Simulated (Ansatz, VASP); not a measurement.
## SrOs in VASP and in Ansatz

The input POSCAR:

```
SrOs
1.0
    3.5607262637      0.0000000000      0.0000000000
    0.0000000000      3.5607262637      0.0000000000
    0.0000000000      0.0000000000      3.5607262637
Sr Os
1 1
Direct
    0.0000000000      0.0000000000      0.0000000000
    0.5000000000      0.5000000000      0.5000000000
```

Contents of INCAR.step1:

```
PREC = Accurate
ENCUT = 520
ISMEAR = 0
SIGMA = 0.05
LREAL = False
LASPH = True
NELM = 60
NBANDS = 16
GGA = PE
ALGO = Normal
EDIFF = 1E-4
LWAVE = True
LCHARG = False
```

The input INCAR.step2:

```
PREC = Accurate
ENCUT = 520
EDIFF = 1E-7
ISMEAR = 0
SIGMA = 0.05
LREAL = False
LASPH = True
NELM = 60
ALGO = Normal
ISIF = 2
LWAVE = False
LCHARG = False
METAGGA = R2SCAN
LMIXTAU = True
NBANDS = 16
ISTART = 1
```

Contents of KPOINTS:

```
regular mesh
0
Gamma
  10 10 10
```

Input for Ansatz:

```yaml
crystal:
  lattice:
    - [3.5607262637, 0.0, 0.0]
    - [0.0, 3.5607262637, 0.0]
    - [0.0, 0.0, 3.5607262637]
  atoms:
    - { symbol: Sr, position: [0.0, 0.0, 0.0] }
    - { symbol: Os, position: [0.5, 0.5, 0.5] }
basis:
  ecutwfc: 500
  ecutrho_ratio: 4
kpoints:
  mp_grid: { grid: [10, 10, 10] }
hamiltonian:
  xc: r2scan
scf:
  occupations: { method: gaussian, width: 0.05 }
output:
  forces: true
  stress: true
  eigenvalues: true
```

Alike in both runs: task single point; functional r2SCAN; k mesh 10 × 10 × 10; occupations gaussian, width 0.05 eV; no spin polarisation.

```csv
,VASP,Ansatz
version,VASP 6.6.1,Ansatz 0.2.0
potentials or method,"VASP PAW PBE potentials, release 64 (Sr_sv, Os), cutoff 520 eV","scalar-relativistic, plane waves, PAW"
valence electrons in the cell,18,26
```

VASP gave:

| Property | Result |
| --- | --- |
| gap on the k mesh at the Fermi level (eV) | none |
| pressure (GPa) | 1.9 |

Q: Estimate Ansatz's values.

A: gap on the k mesh at the Fermi level (eV): none; pressure (GPa): 1.4.

VASP's potentials were made for PBE, not for r2SCAN. A gap of «none» marks a metal or a gap that the smearing closes. The functional is the same, so the differences come from potentials, cutoffs and numerics. VASP's potentials hold 18 valence electrons a cell and Ansatz's 26, so a difference there can come from the potentials and not from the codes.

Neither program's run includes spin-orbit coupling.
